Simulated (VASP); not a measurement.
Input of a VASP 6.6.1 run:

Contents of POSCAR:

```
Mg32O33
1.0
    8.4288080000      0.0000000000      0.0000000000
    0.0000000000      8.4288080000      0.0000000000
    0.0000000000      0.0000000000      8.4288080000
O Mg
33 32
Direct
    0.2499550000      0.9993860000      0.0004980000
    0.2499510000      0.9993900000      0.5004970000
    0.2499530000      0.4993880000      0.0005000000
    0.2016520000      0.4510970000      0.5496870000
    0.7499520000      0.9993860000      0.0004970000
    0.7499520000      0.9993870000      0.5004970000
    0.7499520000      0.4993890000      0.0004990000
    0.7499520000      0.4993870000      0.5004970000
    0.9990830000      0.2485180000      0.0028930000
    0.9915950000      0.2410300000      0.5014900000
    0.0002040000      0.7491390000      0.0004970000
    0.0014660000      0.7478760000      0.5004960000
    0.4997050000      0.2496390000      0.0004980000
    0.4984410000      0.2509000000      0.5004970000
    0.5008220000      0.7502570000      0.9981020000
    0.5083050000      0.7577400000      0.4995000000
    0.0001800000      0.9993620000      0.2507500000
    0.9990840000      0.9969750000      0.7513240000
    0.0013910000      0.4993510000      0.2519190000
    0.9916050000      0.4981370000      0.7588410000
    0.5008220000      0.0017990000      0.2496710000
    0.4997280000      0.9994120000      0.7502400000
    0.5082930000      0.5006400000      0.2421600000
    0.4985170000      0.4994260000      0.7490740000
    0.2499150000      0.2508270000      0.2519190000
    0.2487050000      0.2410420000      0.7588380000
    0.2512050000      0.7577280000      0.2421600000
    0.2499920000      0.7479510000      0.7490740000
    0.7499280000      0.2496150000      0.2507500000
    0.7475410000      0.2485180000      0.7513240000
    0.7523640000      0.7502560000      0.2496710000
    0.7499760000      0.7491630000      0.7502390000
    0.2982300000      0.5476520000      0.4513310000
    0.9991060000      0.9989110000      0.0009340000
    0.9962330000      0.9982780000      0.5011370000
    0.9961670000      0.4987110000      0.0015910000
    0.9838640000      0.4978970000      0.5018650000
    0.5008000000      0.9998670000      0.0000560000
    0.5036750000      0.0004980000      0.4998570000
    0.5037420000      0.5000640000      0.9994030000
    0.5160380000      0.5008880000      0.4991150000
    0.2492760000      0.2456000000      0.0015910000
    0.2484610000      0.2333090000      0.5018660000
    0.2506280000      0.7531760000      0.9994030000
    0.2514540000      0.7654680000      0.4991140000
    0.7494770000      0.2485410000      0.0009350000
    0.7488420000      0.2456650000      0.5011370000
    0.7504330000      0.7502350000      0.0000560000
    0.7510630000      0.7531120000      0.4998570000
    0.2506190000      0.0005140000      0.2468430000
    0.2492860000      0.9982630000      0.7541490000
    0.2511750000      0.5006100000      0.2339690000
    0.2487440000      0.4981770000      0.7670300000
    0.7503910000      0.9998250000      0.2496820000
    0.7495180000      0.9989530000      0.7513100000
    0.7510780000      0.5000550000      0.2468420000
    0.7488270000      0.4987200000      0.7541510000
    0.9992260000      0.2486590000      0.2528360000
    0.9988370000      0.2482720000      0.7515930000
    0.0023590000      0.7500460000      0.2498680000
    0.9992980000      0.7469780000      0.7511220000
    0.5006120000      0.2517920000      0.2498670000
    0.4975450000      0.2487320000      0.7511220000
    0.5010740000      0.7505100000      0.2493920000
    0.5006830000      0.7501190000      0.7481610000
```

INCAR.step1

```
  ALGO = Normal
  EDIFF = 1E-4
  ENCUT = 520
  GGA = PE
  ISMEAR = -1
  ISYM = 0
  LASPH = True
  LCHARG = False
  LREAL = Auto
  LWAVE = True
  NBANDS = 169
  NELM = 60
  PREC = Accurate
  SIGMA = 0.05
```

INCAR.step2

```
  ALGO = Normal
  EDIFF = 1E-6
  ENCUT = 520
  ISIF = 2
  ISMEAR = -1
  ISTART = 1
  ISYM = 0
  LASPH = True
  LCHARG = False
  LMIXTAU = True
  LREAL = Auto
  LWAVE = False
  METAGGA = R2SCAN
  NBANDS = 169
  NELM = 60
  PREC = Accurate
  SIGMA = 0.05
```

The input KPOINTS:

```
Automatic mesh
0
Gamma
  1 1 1
  0.25 0.25 0.25
```

Potentials or basis: VASP PAW PBE potentials, release 64 (O, Mg).

Command:

```bash
$ cat potpaw_PBE.64/O/POTCAR potpaw_PBE.64/Mg/POTCAR > POTCAR
$ cp INCAR.step1 INCAR
$ mpirun -np 1 vasp_std > vasp.out
$ cp INCAR.step2 INCAR
$ mpirun -np 1 vasp_std > vasp.out
```

Predict the largest force.

0.346 eV/Å.

Estimate the band gap on the k mesh.

5.95 eV.

What does it give for the pressure?

1.7 GPa.

Forces on the atoms (eV/Å):
```
O    0.000 -0.004  0.003
O    0.000 -0.005  0.006
O    0.000 -0.008  0.003
O   -0.210 -0.210  0.168
O    0.000 -0.003  0.002
O    0.000 -0.004  0.004
O    0.000 -0.005  0.003
O    0.000 -0.008  0.006
O   -0.002 -0.001  0.005
O   -0.018 -0.018 -0.003
O   -0.001 -0.002  0.001
O   -0.008  0.008  0.000
O    0.001 -0.005  0.003
O    0.005 -0.006  0.000
O    0.003  0.003 -0.010
O    0.017  0.016  0.002
O   -0.002 -0.002 -0.002
O    0.000 -0.002 -0.001
O   -0.006 -0.001 -0.005
O   -0.029  0.018  0.029
O    0.002  0.008 -0.002
O    0.001 -0.003  0.008
O    0.028 -0.018 -0.027
O    0.004  0.000  0.004
O    0.000 -0.005 -0.003
O    0.017 -0.028  0.028
O   -0.017  0.027 -0.028
O    0.001  0.005  0.005
O   -0.001 -0.004  0.000
O   -0.003  0.000  0.000
O    0.007  0.002 -0.002
O    0.001 -0.002  0.008
O    0.213  0.211 -0.172
Mg   0.004  0.005 -0.003
Mg  -0.003  0.008 -0.006
Mg  -0.008  0.006 -0.016
Mg   0.037 -0.011  0.020
Mg  -0.002  0.000 -0.001
Mg   0.001 -0.004  0.002
Mg   0.006  0.000  0.013
Mg  -0.037  0.011 -0.019
Mg   0.004 -0.008 -0.015
Mg  -0.010  0.039  0.020
Mg  -0.004  0.005  0.012
Mg   0.010 -0.035 -0.018
Mg   0.004  0.006 -0.004
Mg   0.005 -0.003 -0.006
Mg  -0.003  0.000 -0.001
Mg  -0.006  0.000  0.002
Mg  -0.005 -0.011 -0.005
Mg   0.005  0.016  0.009
Mg   0.019  0.019  0.036
Mg  -0.019 -0.020 -0.040
Mg  -0.001  0.002 -0.002
Mg   0.002  0.003 -0.003
Mg  -0.014 -0.001 -0.005
Mg   0.013  0.007  0.009
Mg  -0.001  0.001  0.001
Mg   0.009  0.008 -0.005
Mg   0.005  0.006 -0.006
Mg  -0.002 -0.005 -0.001
Mg   0.002  0.004 -0.005
Mg  -0.005  0.000 -0.001
Mg  -0.007 -0.006  0.003
Mg   0.002  0.006  0.000
```

Caveat: the PAW data sets were made with another functional, which shifts forces and pressure a little.
